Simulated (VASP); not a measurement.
# Te6Mo3H (a cell with a defect) in VASP: further runs

Te6Mo3H (a cell with a defect) is run at these levels: PBEsol+D3(BJ); tasks: single point.

Everything below comes from runs of VASP 6.6.1. Logs are shortened: lines on timing, memory, paths and dates and some standing lists are left out, and cuts for length are marked.

## 1. The cell of the first run

The cell holds a defect, 10 atoms: a = 3.433 Å, b = 3.433 Å, c = 20.770 Å, α = 90.00°, β = 90.00°, γ = 120.00°.

## 2. Single point, PBEsol+D3(BJ)

INCAR

```
PREC = Accurate
ENCUT = 400
EDIFF = 1E-6
ISMEAR = 0
SIGMA = 0.05
LREAL = F
LASPH = T
NELM = 120
ALGO = Normal
ISIF = 2
LWAVE = F
LCHARG = F
GGA = PS
IVDW = 12
NBANDS = 50
GGA_COMPAT = F
```

KPOINTS

```
Automatic mesh
0
Gamma
  9 9 2
```

POSCAR

```
Te6Mo3H
1.0
    3.4334342720      0.0000000000      0.0000000000
   -1.7167171360      2.9734413017      0.0000000000
    0.0000000000      0.0000000000     20.7704294686
Te Mo H
6 3 1
Direct
    0.0000000000      0.0000000000      0.9125759363
    0.3333333333      0.6666666667      0.5917818730
    0.3333333333      0.6666666667      0.2333053354
    0.3333333333      0.6666666667      0.7666946646
    0.3333333333      0.6666666667      0.4082181270
    0.0000000000      0.0000000000      0.0874240637
    0.0000000000      0.0000000000      0.6791511892
    0.0000000000      0.0000000000      0.3208488108
    0.3333333333      0.6666666667      0.0000000000
   -0.3023098300     -0.3594882483      0.7523436347
```

Potentials or basis: VASP PAW PBE potentials, release 64 (Te, Mo_sv, H).

Command:

```
cat potpaw_PBE.64/Te/POTCAR potpaw_PBE.64/Mo_sv/POTCAR potpaw_PBE.64/H/POTCAR > POTCAR
mpirun -np 1 vasp_std > vasp.out
```

OUTCAR:

```text
PREC = Accurate
   ENCUT = 400
   EDIFF = 1E-6
   ISMEAR = 0
   LREAL = F
   LASPH = T
   NELM = 120
   ISIF = 2
   GGA = PS
   IVDW = 12
 IVDW          = 12

 ion  position               nearest neighbor table
   1  0.000  0.000  0.913-   9 2.69   9 2.69   9 2.69   4 3.62   4 3.62   4 3.62   6 3.63
   2  0.333  0.667  0.592-   7 2.69   7 2.69   7 2.69   4 3.63
   3  0.333  0.667  0.233-   8 2.69   8 2.69   8 2.69   6 3.62   6 3.62   6 3.62   5 3.63
   4  0.333  0.667  0.767-  10 1.33  10 2.16   7 2.69   7 2.69   7 2.69   1 3.62   1 3.62   1 3.62
                             2 3.63
   5  0.333  0.667  0.408-   8 2.69   8 2.69   8 2.69   3 3.63
   6  0.000  0.000  0.087-   9 2.69   9 2.69   9 2.69   3 3.62   3 3.62   3 3.62   1 3.63
   7  0.000  0.000  0.679-  10 1.91   2 2.69   2 2.69   2 2.69   4 2.69   4 2.69   4 2.69
   8  0.000  0.000  0.321-   5 2.69   5 2.69   5 2.69   3 2.69   3 2.69   3 2.69
   9  0.333  0.667  0.000-   1 2.69   6 2.69   1 2.69   6 2.69   1 2.69   6 2.69
  10  0.698  0.641  0.752-   4 1.33   7 1.91   4 2.16

  LATTYP: Found a hexagonal cell.
 ALAT       =     3.4334342720
 C/A-ratio  =     6.0494617992

  Lattice vectors:

 A1 = (   3.4334342720,   0.0000000000,   0.0000000000)
 A2 = (  -1.7167171360,   2.9734413017,   0.0000000000)
 A3 = (   0.0000000000,   0.0000000000,  20.7704294686)

Analysis of symmetry for initial positions (statically):
=====================================================================
 Subroutine PRICEL returns:
 Original cell was already a primitive cell.

 Routine SETGRP: Setting up the symmetry group for a
 hexagonal supercell.

 Subroutine GETGRP returns: Found  1 space group operations
 (whereof  1 operations were pure point group operations)
 out of a pool of 24 trial point group operations.

The static configuration has the point symmetry C_1 .

Analysis of symmetry for dynamics (positions and initial velocities):
=====================================================================
 Subroutine PRICEL returns:
 Original cell was already a primitive cell.

 Routine SETGRP: Setting up the symmetry group for a
 hexagonal supercell.

 Subroutine GETGRP returns: Found  1 space group operations
 (whereof  1 operations were pure point group operations)
 out of a pool of 24 trial point group operations.

The dynamic configuration has the point symmetry C_1 .

 Subroutine INISYM returns: Found  1 space group operations
 (whereof  1 operations are pure point group operations),
 and found     1 'primitive' translations

----------------------------------------------------------------------------------------

                                     Primitive cell

  volume of cell :     212.0477

  direct lattice vectors                    reciprocal lattice vectors
     3.433434272  0.000000000  0.000000000     0.291253573  0.168155329  0.000000000
    -1.716717136  2.973441302  0.000000000     0.000000000  0.336310658  0.000000000
     0.000000000  0.000000000 20.770429469     0.000000000  0.000000000  0.048145369

  length of vectors
     3.433434272  3.433434272 20.770429469     0.336310658  0.336310658  0.048145369

  position of ions in fractional coordinates (direct lattice)
     0.000000000  0.000000000  0.912575936
     0.333333333  0.666666667  0.591781873
     0.333333333  0.666666667  0.233305335
     0.333333333  0.666666667  0.766694665
     0.333333333  0.666666667  0.408218127
     0.000000000  0.000000000  0.087424064
     0.000000000  0.000000000  0.679151189
     0.000000000  0.000000000  0.320848811
     0.333333333  0.666666667  0.000000000
     0.697690170  0.640511752  0.752343635

  ion indices of the primitive-cell ions
   primitive index   ion index
                 1           1
                 2           2
                 3           3
                 4           4
                 5           5
                 6           6
                 7           7
                 8           8
                 9           9
                10          10

----------------------------------------------------------------------------------------

 KPOINTS: Automatic mesh

Automatic generation of k-mesh.
 Grid dimensions read from file:
 generate k-points for:    9    9    2

 Generating k-lattice:

  Cartesian coordinates                     Fractional coordinates (reciprocal lattice)
     0.032361508  0.018683925  0.000000000     0.111111111  0.000000000  0.000000000
     0.000000000  0.037367851  0.000000000     0.000000000  0.111111111  0.000000000
     0.000000000  0.000000000  0.024072685     0.000000000  0.000000000  0.500000000

  Length of vectors
     0.037367851  0.037367851  0.024072685

  Shift w.r.t. Gamma in fractional coordinates (k-lattice)
     0.000000000  0.000000000  0.000000000

 Subroutine IBZKPT returns following result:
 ===========================================

 Found     82 irreducible k-points:

 Following reciprocal coordinates:
            Coordinates               Weight
  0.000000  0.000000  0.000000      1.000000
  0.111111  0.000000  0.000000      2.000000
  0.000000  0.111111  0.000000      2.000000
 -0.111111  0.111111  0.000000      2.000000
  0.222222  0.000000  0.000000      2.000000
  0.000000  0.222222  0.000000      2.000000
[... 16 lines left out ...]
  0.333333  0.111111  0.000000      2.000000
 -0.111111  0.444444  0.000000      2.000000
 [... further k-points ...]
   k-points           NKPTS =     82   k-points in BZ     NKDIM =     82   number of bands    NBANDS=     50
   number of dos      NEDOS =    301   number of ions     NIONS =     10
   total plane-waves  NPLWV =  80640
   dimension x,y,z NGX =    24 NGY =   24 NGZ =  140
   dimension x,y,z NGXF=    48 NGYF=   48 NGZF=  280
   ions per type =               6   3   1
   NGX,Y,Z   is equivalent  to a cutoff of  11.62, 11.62, 11.21 a.u.
   NGXF,Y,Z  is equivalent  to a cutoff of  23.24, 23.24, 22.41 a.u.
 SYSTEM =  unknown system
   PREC   = accura    normal or accurate (medium, high low for compatibility)
   ISTART =      0    job   : 0-new  1-cont  2-samecut
   ICHARG =      2    charge: 1-file 2-atom 10-const
   ISPIN  =      1    spin polarized calculation?
   LNONCOLLINEAR =      F non collinear calculations
   LSORBIT =      F    spin-orbit coupling
   LASPH  =      T    aspherical Exc in radial PAW
   ENCUT  =  400.0 eV  29.40 Ry    5.42 a.u.   5.60  5.60 33.87*2*pi/ulx,y,z
   NELM   =    120;   NELMIN=  2; NELMDL= -5     # of ELM steps
   EDIFF  = 0.1E-05   stopping-criterion for ELM
   LREAL  =      F    real-space projection
   EDIFFG = 0.1E-04   stopping-criterion for IOM
   NSW    =      0    number of steps for IOM
   IBRION =     -1    ionic relax: 0-MD 1-quasi-New 2-CG
   NFREE  =      0    steps in history (QN), initial steepest desc. (CG)
   ISIF   =      2    stress and relaxation
   ISYM   =      2    0-nonsym 1-usesym 2-fastsym
   POTIM  = 0.5000    time-step for ionic-motion
   TEBEG  =    0.0;   TEEND  =   0.0 temperature during run
   PSTRESS=    0.0 pullay stress
   NELECT =      79.0000    total number of electrons
   NUPDOWN=      -1.0000    fix difference up-down
   EMIN   =  10.00;   EMAX   =-10.00  energy-range for DOS
   EFERMI =   0.00;   METHOD = LEGACY
   ISMEAR =     0;   SIGMA  =   0.05  broadening in eV -4-tet -1-fermi 0-gaus
   EFERMI_NEDOS =   21; number of points for ismear=-14 and -15
   IALGO  =     38    algorithm
   IMIX   =      4    mixing-type and parameters
     AMIX     =   0.40;   BMIX     =  1.00
     AMIX_MAG =   1.60;   BMIX_MAG =  1.00
  volume/ion in A,a.u.               =      21.20       143.10
  Fermi-wavevector in a.u.,A,eV,Ry     =   1.177984  2.226067 18.880069  1.387646
  Thomas-Fermi vector in A             =   2.314321
   LORBIT       =      0    0 simple, 1 ext, 2 COOP (PROOUT), +10 PAW based schemes
   GGA     = PS    functional components
   LHFCALC =     F    Hartree Fock is set to
   AEXX    =    0.0000 exact exchange contribution
   IVDW    =    12    specifies the selected vdW correction
   LEPSILON=     F    determine dielectric tensor
   LRPA    =     F    only Hartree local field effects (RPA)
 non-spin polarized calculation
 Gauss-broadening in eV      SIGMA  =   0.05
  energy-cutoff  :      400.00
  volume of cell :      212.05
 maximum number of plane-waves:      3908
   NGX = 11   NGY = 11   NGZ = 67

 number of electron      78.9999990 magnetization

 Free energy of the ion-electron system (eV)
  ---------------------------------------------------
  ext. energy  EPLUGINS =         0.00000000
  ---------------------------------------------------
  free energy    TOTEN  =       -57.75450092 eV

  energy without entropy =      -57.74746872  energy(sigma->0) =      -57.75098482

 E-fermi :   9.6566     XC(G=0): -10.8978

 val. band max:        9.6497670762   @ k =   0.1111   0.3333   0.0000
 cond. band min:       9.6569239836   @ k =   0.3333   0.1111   0.5000
 fundamental gap:      0.0071569074
 Fermi energy:         9.6565931257

 k-point     1 :       0.0000    0.0000    0.0000
  band No.  band energies     occupation
      1     -51.8410      2.00000
      2     -51.6281      2.00000
      3     -51.5474      2.00000
      4     -26.2267      2.00000
      5     -25.9018      2.00000
      6     -25.8854      2.00000
[... 42 lines left out ...]
     49      12.5302      0.00000
     50      12.7334      0.00000

 k-point     2 :       0.1111    0.0000    0.0000
  band No.  band energies     occupation
      1     -51.8394      2.00000
      2     -51.6264      2.00000
      3     -51.5457      2.00000
      4     -26.2223      2.00000
      5     -25.9143      2.00000
      6     -25.8969      2.00000
[... 1158 lines left out ...]
 k-point    24 :      -0.1111    0.4444    0.0000
  band No.  band energies     occupation
      1     -51.8278      2.00000
      2     -51.6152      2.00000
      3     -51.5345      2.00000
      4     -26.1959      2.00000
      5     -26.0382      2.00000
      6     -25.9413      2.00000
[... 42 lines left out ...]
     49      11.9663      0.00000
     50      12.2485      0.00000

 [... further k-points ...]

------------------------ aborting loop because EDIFF is reached ----------------------------------------

 Edisp (eV)   -5.04256

 E8    (eV) :    -3.4312

  FORCE on cell =-STRESS in cart. coord.  units (eV):
  Direction    XX          YY          ZZ          XY          YZ          ZX
  --------------------------------------------------------------------------------------
  -------------------------------------------------------------------------------------
  Total      20.36839     1.49617     5.11265    -0.26845    -0.48815    -4.05594
  in kB     153.89826    11.30467    38.62985    -2.02836    -3.68834   -30.64567
  external pressure =       67.94 kB  Pullay stress =        0.00 kB

 VOLUME and BASIS-vectors are now :
 -----------------------------------------------------------------------------
  energy-cutoff  :      400.00
  volume of cell :      212.05
      direct lattice vectors                 reciprocal lattice vectors
     3.433434272  0.000000000  0.000000000     0.291253573  0.168155329  0.000000000
    -1.716717136  2.973441302  0.000000000     0.000000000  0.336310658  0.000000000
     0.000000000  0.000000000 20.770429469     0.000000000  0.000000000  0.048145369

 POSITION                                       TOTAL-FORCE (eV/Angst)
 -----------------------------------------------------------------------------------
      0.00000      0.00000     18.95459        -0.021358     -0.015870     -0.016163
     -0.00000      1.98229     12.29156         0.059439      0.002274     -0.439752
     -0.00000      1.98229      4.84585        -0.001034     -0.000215     -0.031495
     -0.00000      1.98229     15.92458       -12.255445      0.504852      4.643065
     -0.00000      1.98229      8.47887        -0.000040     -0.000822      0.072422
      0.00000      0.00000      1.81584        -0.001613     -0.001866      0.054672
      0.00000      0.00000     14.10626         0.082529      0.371606     -1.744879
      0.00000      0.00000      6.66417         0.001069     -0.001679     -0.013559
     -0.00000      1.98229      0.00000         0.004039     -0.003660     -0.042674
      1.29590      1.90452     15.62650        12.132413     -0.854620     -2.481637
 -----------------------------------------------------------------------------------
    total drift:                                0.000002      0.000056      0.000009

  FREE ENERGIE OF THE ION-ELECTRON SYSTEM (eV)
  ---------------------------------------------------
  free  energy   TOTEN  =       -62.7970612435 eV

  energy  without entropy=      -62.7900290431  energy(sigma->0) =      -62.79354514
```

It took 16 min on 1 thread of Intel Xeon 8259CL, shared host; peak memory 0.6 GiB.

What came out:

| Quantity | Value |
| --- | --- |
| Free energy | -62.7971 eV |
| Pressure | 6.8 GPa |
| Largest force | 13.115 eV/Å |
| Band gap on the k mesh | zero (an odd number of electrons rules out a gap without spin polarisation) |
| Dispersion energy per atom | -0.504 eV |

Forces in eV/Å, atoms in the order of the input:
```
Te   -0.021  -0.016  -0.016
Te    0.059   0.002  -0.440
Te   -0.001   0.000  -0.031
Te  -12.255   0.505   4.643
Te    0.000  -0.001   0.072
Te   -0.002  -0.002   0.055
Mo    0.083   0.372  -1.745
Mo    0.001  -0.002  -0.014
Mo    0.004  -0.004  -0.043
H    12.132  -0.855  -2.482
```

Stress tensor (GPa, compression positive):
```
15.39 -0.20 -3.06
-0.20  1.13 -0.37
-3.06 -0.37  3.86
```

Levels at points of the mesh, in eV from the Fermi level:
```tsv
k point	band 35	band 36	band 37	band 38	band 39	band 40	band 41	band 42	band 43	band 44
(0.00, 0.00, 0.00)	-1.49	-1.49	-1.41	-0.94	-0.46	-0.19	1.74	2.26	2.46	2.52
(0.00, 0.00, 0.50)	-1.49	-1.49	-1.36	-0.94	-0.46	-0.19	1.74	2.26	2.47	2.51
```

Caveat: the PAW data sets were made with another functional, which shifts forces and pressure a little; spin-orbit coupling is left out, which moves the levels of the heavy elements.

## 3. Single point, PBEsol+D3(BJ)

INCAR

```
SYSTEM = Te6Mo3H
ALGO = Normal ; EDIFF = 1E-6
ENCUT = 400 ; GGA = PS
GGA_COMPAT = .False. ; ISIF = 2
ISMEAR = 0 ; IVDW = 12
LASPH = .True. ; LCHARG = .False.
LREAL = .False. ; LWAVE = .False.
NBANDS = 50 ; NELM = 120
PREC = Accurate ; SIGMA = 0.05
```

KPOINTS

```
k-points
0
Gamma
  9 9 2
  0 0 0
```

POSCAR

```
Te6Mo3H
1.0
    3.4334348991      0.0000000000      0.0000000000
   -1.7167174496      2.9734418449      0.0000000000
    0.0000000000      0.0000000000     20.7704276327
Te Mo H
6 3 1
Direct
    0.0000000000      0.0000000000      0.9125759158
    0.3333333333      0.6666666667      0.5917813750
    0.3333333333      0.6666666667      0.2333059430
    0.3333333333      0.6666666667      0.7666940570
    0.3333333333      0.6666666667      0.4082186250
    0.0000000000      0.0000000000      0.0874240842
    0.0000000000      0.0000000000      0.6791506171
    0.0000000000      0.0000000000      0.3208493829
    0.3333333333      0.6666666667      0.0000000000
    0.3226901485      0.4738450742      0.1273436355
```

Potentials or basis: VASP PAW PBE potentials, release 64 (Te, Mo_sv, H).

Command:

```
cat potpaw_PBE.64/Te/POTCAR potpaw_PBE.64/Mo_sv/POTCAR potpaw_PBE.64/H/POTCAR > POTCAR
mpirun -np 1 vasp_std > vasp.out
```

Wall time 6.2 min (1 thread of Intel Xeon 6975P-C (Granite Rapids), shared host); peak memory 0.59 GiB.

Results (log left out):

| Property | Result |
| --- | --- |
| Free energy | -64.9629 eV |
| Pressure | 2.2 GPa |
| Largest force | 1.671 eV/Å |
| Band gap on the k mesh | zero (an odd number of electrons rules out a gap without spin polarisation) |
| Dispersion energy per atom | -0.504 eV |

Forces in eV/Å, atoms in the order of the input:
```
Te  -0.027 -0.018 -0.085
Te   0.001  0.000 -0.052
Te  -0.082  0.261  0.198
Te  -0.001  0.002  0.050
Te  -0.006  0.012  0.098
Te  -0.111 -1.555 -0.378
Mo  -0.001 -0.002  0.007
Mo  -0.045  0.035 -0.091
Mo  -0.340  0.490 -1.094
H    0.611  0.777  1.347
```

Stress tensor (GPa, compression positive):
```
1.42 0.51 0.54
0.51 2.22 0.65
0.54 0.65 2.90
```

Levels at points of the mesh, in eV from the Fermi level:
```csv
k point,band 35,band 36,band 37,band 38,band 39,band 40,band 41,band 42,band 43,band 44
"(0.00, 0.00, 0.00)",-1.51,-1.51,-1.39,-0.98,-0.53,0.61,2.02,2.38,2.44,2.52
"(0.00, 0.00, 0.50)",-1.51,-1.51,-1.27,-1.01,-0.53,0.60,2.02,2.38,2.45,2.51
```

Caveat: the PAW data sets were made with another functional, which shifts forces and pressure a little; spin-orbit coupling is left out, which moves the levels of the heavy elements.

## 4. Single point, PBEsol+D3(BJ)

INCAR

```
PREC = Accurate
ENCUT = 400
EDIFF = 1E-6
ISMEAR = 0
SIGMA = 0.05
LREAL = F
LASPH = T
NELM = 120
ALGO = Normal
ISIF = 2
LWAVE = F
LCHARG = T
GGA = PS
IVDW = 12
LELF = T
LVHAR = T
NBANDS = 50
GGA_COMPAT = F
```

KPOINTS

```
Automatic mesh
0
Gamma
  9 9 2
```

Changes to POSCAR since step 3:

```diff
@@ -17,2 +17,2 @@
     0.3333333333      0.6666666667      0.0000000000
-    0.3226901485      0.4738450742      0.1273436355
+   -0.1773098515     -0.0261549258      0.6273436355
```

Command:

```
cat potpaw_PBE.64/Te/POTCAR potpaw_PBE.64/Mo_sv/POTCAR potpaw_PBE.64/H/POTCAR > POTCAR
mpirun -np 1 vasp_std > vasp.out
```

It took 11 min on 1 thread of Intel Xeon 6975P-C (Granite Rapids), shared host; peak memory 0.6 GiB.

Results (log left out):

```
Free energy                : -61.8019 eV
Pressure                   : 8.3 GPa
Largest force              : 16.901 eV/Å
Band gap on the k mesh     : zero (an odd number of electrons rules out a gap without spin polarisation)
Dispersion energy per atom : -0.503 eV
```

Forces on the atoms (eV/Å):
```
Te   -0.029  -0.002  -0.035
Te   -2.669  -1.968  -2.372
Te    0.002   0.001  -0.042
Te    0.307  -0.198   0.848
Te   -0.009  -0.004   0.092
Te   -0.001  -0.001   0.036
Mo    7.094   1.429  15.273
Mo   -0.001   0.002   0.028
Mo   -0.001  -0.004   0.002
H    -4.693   0.746 -13.830
```

Stress tensor (GPa, compression positive):
```
 6.51  2.21  7.81
 2.21  3.20  1.79
 7.81  1.79 15.20
```

Levels at points of the mesh, in eV from the Fermi level:
| k point | band 37 | band 38 | band 39 | band 40 | band 41 | band 42 |
| --- | --- | --- | --- | --- | --- | --- |
| (0.00, 0.00, 0.00) | -1.32 | -0.57 | -0.25 | 1.97 | 2.07 | 2.48 |
| (0.00, 0.00, 0.50) | -1.32 | -0.56 | -0.25 | 1.97 | 2.07 | 2.48 |

Caveat: atoms lie so close that the PAW spheres overlap strongly, which falsifies energies and pressures; the PAW data sets were made with another functional, which shifts forces and pressure a little; spin-orbit coupling is left out, which moves the levels of the heavy elements.

## 5. The runs side by side

```csv
cell,gap on the mesh (eV),pressure (GPa),largest force (eV/Å)
"as given, atomic positions A",none,6.8,13.12
"as given, atomic positions B",none,2.2,1.67
"as given, atomic positions C",none,8.3,16.90
```

Alike in all rows: task single point; level PBEsol+D3(BJ); potentials or basis VASP PAW PBE potentials, release 64 (Te, Mo_sv, H); no spin polarisation; k mesh 9 × 9 × 2; cutoff (eV) 400; smearing gaussian 0.05 eV.

Caveats: the PAW data sets were made with another functional, which shifts forces and pressure a little; spin-orbit coupling is left out, which moves the levels of the heavy elements; atoms lie so close that the PAW spheres overlap strongly, which falsifies energies and pressures (at least some runs).

Total energies depend on the potentials used, so only differences within one code and one set of settings carry meaning.
